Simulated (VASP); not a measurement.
# BaTiO3 (P4mm) in VASP: single point with r2SCAN

Aim: the single point of BaTiO3 with r2SCAN.

Everything below comes from runs of VASP 6.6.1. Logs are shortened: lines on timing, memory, paths and dates and some standing lists are left out, and cuts for length are marked.

## (1) The cell of the first run

It takes space group P4mm (No. 99, tetragonal). The conventional cell has a = 3.954 Å, b = 3.954 Å, c = 3.987 Å, α = 90.00°, β = 90.00°, γ = 90.00°. Within 2.5 Å of Ti (site symmetry 4mm) lie 6 O at 1.87 to 2.12 Å. O (site symmetry 2mm) has 2 Ti at 1.98 Å within 2.6 Å. Within 2.6 Å of O (site symmetry 2mm) lie 2 Ti at 1.98 Å. Within 2.5 Å of O (site symmetry 4mm) lie 2 Ti at 1.87 to 2.12 Å. Ba (site symmetry 4mm) has 12 O at 2.75 to 2.87 Å and 8 Ti at 3.41 to 3.46 Å within 3.6 Å.

## (2) Single point, r2SCAN

The input, POSCAR:

```
BaTiO3
1.0
    7.9070236800      0.0000000000      0.0000000000
    0.0000000000      3.9535118400      0.0000000000
    0.0000000000      0.0000000000      3.9866930100
Ti O Ba
2 6 2
Direct
    0.2500000000      0.5000000000      0.5100000000
    0.7500000000      0.5000000000      0.5100000000
    0.2500000000      0.0000000000      0.4790000000
    0.7500000000      0.0000000000      0.4790000000
    0.0000000000      0.5000000000      0.4790000000
    0.5000000000      0.5000000000      0.4790000000
    0.2500000000      0.5000000000      0.9780000000
    0.7500000000      0.5000000000      0.9780000000
    0.0000000000      0.0000000000      0.0000000000
    0.5000000000      0.0000000000      0.0000000000
```

The input, INCAR.step1:

```
SYSTEM = BaTiO3
ALGO = Normal ; EDIFF = 1E-4
ENCUT = 520 ; GGA = PE
ISMEAR = 1 ; LASPH = .True.
LCHARG = .False. ; LREAL = .False.
LWAVE = .True. ; NBANDS = 51
NELM = 60 ; PREC = Accurate
SIGMA = 0.1175
```

The input, INCAR.step2:

```
SYSTEM = BaTiO3
ALGO = Normal ; EDIFF = 1E-6
ENCUT = 520 ; ISIF = 2
ISMEAR = 1 ; ISTART = 1
LASPH = .True. ; LCHARG = .True.
LELF = .True. ; LMIXTAU = .True.
LREAL = .False. ; LVHAR = .True.
LWAVE = .False. ; METAGGA = R2SCAN
NBANDS = 51 ; NELM = 60
PREC = Accurate ; SIGMA = 0.1175
```

The input, KPOINTS:

```
k-points
0
Gamma
  4 7 7
  0 0 0
```

Potentials or basis: VASP PAW PBE potentials, release 64 (Ti_sv, O, Ba_sv).

On the command line:

```
$ cat potpaw_PBE.64/Ti_sv/POTCAR potpaw_PBE.64/O/POTCAR potpaw_PBE.64/Ba_sv/POTCAR > POTCAR
$ cp INCAR.step1 INCAR
$ mpirun -np 1 vasp_std > vasp.out
$ cp INCAR.step2 INCAR
$ mpirun -np 1 vasp_std > vasp.out
```

OUTCAR:

```text
SYSTEM = BaTiO3
   EDIFF = 1E-6
   ENCUT = 520
   ISIF = 2
   ISMEAR = 1
   ISTART = 1
   LASPH = .True.
   LREAL = .False.
   METAGGA = R2SCAN
   NELM = 60
   PREC = Accurate

 ion  position               nearest neighbor table
   1  0.250  0.500  0.510-   7 1.87   5 1.98   6 1.98   3 1.98   3 1.98   7 2.12   9 3.41  10 3.41
                             9 3.41  10 3.41  10 3.46   9 3.46   9 3.46  10 3.46
   2  0.750  0.500  0.510-   8 1.87   5 1.98   6 1.98   4 1.98   4 1.98   8 2.12   9 3.41  10 3.41
                             9 3.41  10 3.41  10 3.46   9 3.46   9 3.46  10 3.46
   3  0.250  0.000  0.479-   1 1.98   1 1.98  10 2.75   9 2.75   9 2.87  10 2.87
   4  0.750  0.000  0.479-   2 1.98   2 1.98  10 2.75   9 2.75   9 2.87  10 2.87
   5  0.000  0.500  0.479-   1 1.98   2 1.98   9 2.75   9 2.75   9 2.87   9 2.87
   6  0.500  0.500  0.479-   1 1.98   2 1.98  10 2.75  10 2.75  10 2.87  10 2.87
   7  0.250  0.500  0.978-   1 1.87   1 2.12   9 2.80  10 2.80   9 2.80  10 2.80
   8  0.750  0.500  0.978-   2 1.87   2 2.12   9 2.80  10 2.80   9 2.80  10 2.80
   9  0.000  0.000  0.000-   3 2.75   4 2.75   5 2.75   5 2.75   8 2.80   7 2.80   7 2.80   8 2.80
                             3 2.87   4 2.87   5 2.87   5 2.87   1 3.41   2 3.41   1 3.41   2 3.41
  10  0.500  0.000  0.000-   3 2.75   4 2.75   6 2.75   6 2.75   8 2.80   7 2.80   7 2.80   8 2.80
                             3 2.87   4 2.87   6 2.87   6 2.87   1 3.41   2 3.41   1 3.41   2 3.41

  LATTYP: Found a simple orthorhombic cell.
 ALAT       =     3.9535118400
 B/A-ratio  =     1.0083928344
 C/A-ratio  =     2.0000000000

  Lattice vectors:

 A1 = (   0.0000000000,   3.9535118400,   0.0000000000)
 A2 = (   0.0000000000,   0.0000000000,   3.9866930100)
 A3 = (   7.9070236800,   0.0000000000,   0.0000000000)

Analysis of symmetry for initial positions (statically):
=====================================================================
 Subroutine PRICEL returns following result:

  LATTYP: Found a simple tetragonal cell.
 ALAT       =     3.9535118400
 C/A-ratio  =     1.0083928344

  Lattice vectors:

 A1 = (   3.9535118400,   0.0000000000,   0.0000000000)
 A2 = (   0.0000000000,   3.9535118400,   0.0000000000)
 A3 = (   0.0000000000,   0.0000000000,   3.9866930100)

   2 primitive cells build up your supercell.

 Routine SETGRP: Setting up the symmetry group for a
 simple orthorhombic supercell.

 Subroutine GETGRP returns: Found  4 space group operations
 (whereof  4 operations were pure point group operations)
 out of a pool of  8 trial point group operations.

The static configuration has the point symmetry C_2v.

Analysis of symmetry for dynamics (positions and initial velocities):
=====================================================================
 Subroutine PRICEL returns following result:

  LATTYP: Found a simple tetragonal cell.
 ALAT       =     3.9535118400
 C/A-ratio  =     1.0083928344

  Lattice vectors:

 A1 = (   3.9535118400,   0.0000000000,   0.0000000000)
 A2 = (   0.0000000000,   3.9535118400,   0.0000000000)
 A3 = (   0.0000000000,   0.0000000000,   3.9866930100)

   2 primitive cells build up your supercell.

 Routine SETGRP: Setting up the symmetry group for a
 simple orthorhombic supercell.

 Subroutine GETGRP returns: Found  4 space group operations
 (whereof  4 operations were pure point group operations)
 out of a pool of  8 trial point group operations.

The dynamic configuration has the point symmetry C_2v.

 Subroutine INISYM returns: Found  4 space group operations
 (whereof  4 operations are pure point group operations),
 and found     2 'primitive' translations

----------------------------------------------------------------------------------------

                                     Primitive cell

  volume of cell :      62.3130

  direct lattice vectors                    reciprocal lattice vectors
     3.953511840  0.000000000  0.000000000     0.252939675  0.000000000  0.000000000
     0.000000000  3.953511840  0.000000000     0.000000000  0.252939675  0.000000000
     0.000000000  0.000000000  3.986693010     0.000000000  0.000000000  0.250834463

  length of vectors
     3.953511840  3.953511840  3.986693010     0.252939675  0.252939675  0.250834463

  position of ions in fractional coordinates (direct lattice)
     0.500000000  0.500000000  0.510000000
     0.500000000  0.000000000  0.479000000
     0.000000000  0.500000000  0.479000000
     0.500000000  0.500000000  0.978000000
     0.000000000  0.000000000  0.000000000

  ion indices of the primitive-cell ions
   primitive index   ion index
                 1           1
                 2           3
                 3           5
                 4           7
                 5           9

----------------------------------------------------------------------------------------

 KPOINTS: k-points

Automatic generation of k-mesh.
 Grid dimensions read from file:
 generate k-points for:    4    7    7

 Generating k-lattice:

  Cartesian coordinates                     Fractional coordinates (reciprocal lattice)
     0.031617459  0.000000000  0.000000000     0.250000000  0.000000000  0.000000000
     0.000000000  0.036134239  0.000000000     0.000000000  0.142857143  0.000000000
     0.000000000  0.000000000  0.035833495     0.000000000  0.000000000  0.142857143

  Length of vectors
     0.031617459  0.036134239  0.035833495

  Shift w.r.t. Gamma in fractional coordinates (k-lattice)
     0.000000000  0.000000000  0.000000000

 Subroutine IBZKPT returns following result:
 ===========================================

 Found     48 irreducible k-points:

 Following reciprocal coordinates:
            Coordinates               Weight
  0.000000  0.000000  0.000000      1.000000
  0.250000  0.000000  0.000000      2.000000
  0.500000  0.000000  0.000000      1.000000
  0.000000  0.142857  0.000000      2.000000
  0.250000  0.142857  0.000000      4.000000
  0.500000  0.142857  0.000000      2.000000
[... 16 lines left out ...]
  0.250000  0.428571  0.142857      8.000000
  0.500000  0.428571  0.142857      4.000000
 [... further k-points ...]
   k-points           NKPTS =     48   k-points in BZ     NKDIM =     48   number of bands    NBANDS=     51
   number of dos      NEDOS =    301   number of ions     NIONS =     10
   total plane-waves  NPLWV =  54000
   dimension x,y,z NGX =    60 NGY =   30 NGZ =   30
   dimension x,y,z NGXF=   120 NGYF=   60 NGZF=   60
   ions per type =               2   6   2
   NGX,Y,Z   is equivalent  to a cutoff of  12.62, 12.62, 12.51 a.u.
   NGXF,Y,Z  is equivalent  to a cutoff of  25.23, 25.23, 25.02 a.u.
 SYSTEM =  BaTiO3
   PREC   = accura    normal or accurate (medium, high low for compatibility)
   ISTART =      1    job   : 0-new  1-cont  2-samecut
   ICHARG =      0    charge: 1-file 2-atom 10-const
   ISPIN  =      1    spin polarized calculation?
   LNONCOLLINEAR =      F non collinear calculations
   LSORBIT =      F    spin-orbit coupling
   LASPH  =      T    aspherical Exc in radial PAW
   ENCUT  =  520.0 eV  38.22 Ry    6.18 a.u.  14.70  7.35  7.41*2*pi/ulx,y,z
   NELM   =     60;   NELMIN=  2; NELMDL=  0     # of ELM steps
   EDIFF  = 0.1E-05   stopping-criterion for ELM
   LREAL  =      F    real-space projection
[... 7 lines left out ...]
   TEBEG  =    0.0;   TEEND  =   0.0 temperature during run
   PSTRESS=    0.0 pullay stress
   NELECT =      80.0000    total number of electrons
   NUPDOWN=      -1.0000    fix difference up-down
   EMIN   =  10.00;   EMAX   =-10.00  energy-range for DOS
   EFERMI =   0.00;   METHOD = LEGACY
   ISMEAR =     1;   SIGMA  =   0.12  broadening in eV -4-tet -1-fermi 0-gaus
   EFERMI_NEDOS =   21; number of points for ismear=-14 and -15
   IALGO  =     38    algorithm
   IMIX   =      4    mixing-type and parameters
     AMIX     =   0.40;   BMIX     =  1.00
     AMIX_MAG =   1.60;   BMIX_MAG =  1.00
  volume/ion in A,a.u.               =      12.46        84.10
  Fermi-wavevector in a.u.,A,eV,Ry     =   1.412218  2.668706 27.134926  1.994361
  Thomas-Fermi vector in A             =   2.533990
   LORBIT       =      0    0 simple, 1 ext, 2 COOP (PROOUT), +10 PAW based schemes
   METAGGA = R2SCAN    functional components
   LHFCALC =     F    Hartree Fock is set to
   AEXX    =    0.0000 exact exchange contribution
   IVDW    =     0    specifies the selected vdW correction
   LEPSILON=     F    determine dielectric tensor
   LRPA    =     F    only Hartree local field effects (RPA)
 non-spin polarized calculation
 Methfessel and Paxton  Order N= 1 SIGMA  =   0.12
  energy-cutoff  :      520.00
  volume of cell :      124.63
 maximum number of plane-waves:      3421
 NGX is ok and might be reduce to    60
   NGX = 29   NGY = 15   NGZ = 15

 number of electron      79.9999979 magnetization

 Free energy of the ion-electron system (eV)
  ---------------------------------------------------
  ext. energy  EPLUGINS =         0.00000000
  ---------------------------------------------------
  free energy    TOTEN  =      -148.37447997 eV

  energy without entropy =     -148.37751695  energy(sigma->0) =     -148.37549230

 E-fermi :   3.7742     XC(G=0): -12.0773

 val. band max:        3.7359698178   @ k =   0.0000   0.4286   0.4286
 cond. band min:       6.0427920492   @ k =   0.0000   0.0000   0.0000
 fundamental gap:      2.3068222315
 Fermi energy:         3.7742377160

 k-point     1 :       0.0000    0.0000    0.0000
  band No.  band energies     occupation
      1     -54.8909      2.00000
      2     -54.8895      2.00000
      3     -30.1368      2.00000
      4     -30.1078      2.00000
      5     -30.1053      2.00000
      6     -30.0676      2.00000
[... 43 lines left out ...]
     50       9.3410      0.00000
     51       9.4557      0.00000

 k-point     2 :       0.2500    0.0000    0.0000
  band No.  band energies     occupation
      1     -54.8907      2.00000
      2     -54.8897      2.00000
      3     -30.1268      2.00000
      4     -30.1075      2.00000
      5     -30.1056      2.00000
      6     -30.0778      2.00000
[... 43 lines left out ...]
     50       9.6646      0.00000
     51       9.7634      0.00000

 k-point     3 :       0.5000    0.0000    0.0000
  band No.  band energies     occupation
      1     -54.8902      2.00000
      2     -54.8902      2.00000
      3     -30.1068      2.00000
      4     -30.1068      2.00000
      5     -30.1022      2.00000
      6     -30.1022      2.00000
[... 43 lines left out ...]
     50       9.5819      0.00000
     51      10.4533      0.00000
[... 1027 lines left out ...]
 k-point    23 :       0.2500    0.4286    0.1429
  band No.  band energies     occupation
      1     -54.8891      2.00000
      2     -54.8882      2.00000
      3     -30.1321      2.00000
      4     -30.1294      2.00000
      5     -30.1226      2.00000
      6     -30.1168      2.00000
[... 43 lines left out ...]
     50      11.8261      0.00000
     51      11.8392      0.00000

 k-point    24 :       0.5000    0.4286    0.1429
  band No.  band energies     occupation
      1     -54.8887      2.00000
      2     -54.8887      2.00000
      3     -30.1307      2.00000
      4     -30.1307      2.00000
      5     -30.1159      2.00000
      6     -30.1159      2.00000
[... 43 lines left out ...]
     50      11.1844      0.00000
     51      12.2234      0.00000

 [... further k-points ...]

------------------------ aborting loop because EDIFF is reached ----------------------------------------

  FORCE on cell =-STRESS in cart. coord.  units (eV):
  Direction    XX          YY          ZZ          XY          YZ          ZX
  --------------------------------------------------------------------------------------
  -------------------------------------------------------------------------------------
  Total        5.5910670      5.5895903      6.1580907      0.0000000      0.0000000      0.0000000
  in kB       71.8780692     71.8590848     79.1676564      0.0000000      0.0000000      0.0000000
  external PRESSURE =      74.3016035 kB  Pullay stress =       0.0000000 kB

 VOLUME and BASIS-vectors are now :
 -----------------------------------------------------------------------------
  energy-cutoff  :      520.00
  volume of cell :      124.63
      direct lattice vectors                 reciprocal lattice vectors
     7.907023680  0.000000000  0.000000000     0.126469838  0.000000000  0.000000000
     0.000000000  3.953511840  0.000000000     0.000000000  0.252939675  0.000000000
     0.000000000  0.000000000  3.986693010     0.000000000  0.000000000  0.250834463

 POSITION                                       TOTAL-FORCE (eV/Angst)
 -----------------------------------------------------------------------------------
      1.97676      1.97676      2.03321        -0.000000      0.000000     -0.097437
      5.93027      1.97676      2.03321        -0.000000     -0.000000     -0.097437
      1.97676      0.00000      1.90963        -0.000000      0.000000      0.206275
      5.93027      0.00000      1.90963        -0.000000      0.000000      0.206275
      0.00000      1.97676      1.90963        -0.000000     -0.000000      0.206623
      3.95351      1.97676      1.90963        -0.000000      0.000000      0.206623
      1.97676      1.97676      3.89899        -0.000000      0.000000     -0.137400
      5.93027      1.97676      3.89899         0.000000      0.000000     -0.137400
      0.00000      0.00000      0.00000        -0.000000      0.000000     -0.178060
      3.95351      0.00000      0.00000        -0.000000      0.000000     -0.178060
 -----------------------------------------------------------------------------------
    total drift:                                0.000000     -0.000000     -0.006642

  FREE ENERGIE OF THE ION-ELECTRON SYSTEM (eV)
  ---------------------------------------------------
  free  energy   TOTEN  =      -148.3744799750 eV

  energy  without entropy=     -148.3775169524  energy(sigma->0) =     -148.37549230
```

It took 6.2 min on 1 thread of Intel Xeon 6975P-C (Granite Rapids), shared host; peak memory 0.41 GiB.

What came out:

- Free energy: -148.3745 eV
- Pressure: 7.4 GPa
- Largest force: 0.207 eV/Å
- Band gap on the k mesh: 2.31 eV

Forces in eV/Å, atoms in the order of the input:
```
Ti   0.000  0.000 -0.097
Ti   0.000  0.000 -0.097
O    0.000  0.000  0.206
O    0.000  0.000  0.206
O    0.000  0.000  0.207
O    0.000  0.000  0.207
O    0.000  0.000 -0.137
O    0.000  0.000 -0.137
Ba   0.000  0.000 -0.178
Ba   0.000  0.000 -0.178
```

Caveat: the PAW data sets were made with another functional, which shifts forces and pressure a little; spin-orbit coupling is left out, which moves the levels of the heavy elements. r2SCAN opens gaps a little over a GGA but as a rule still falls short of measured ones.
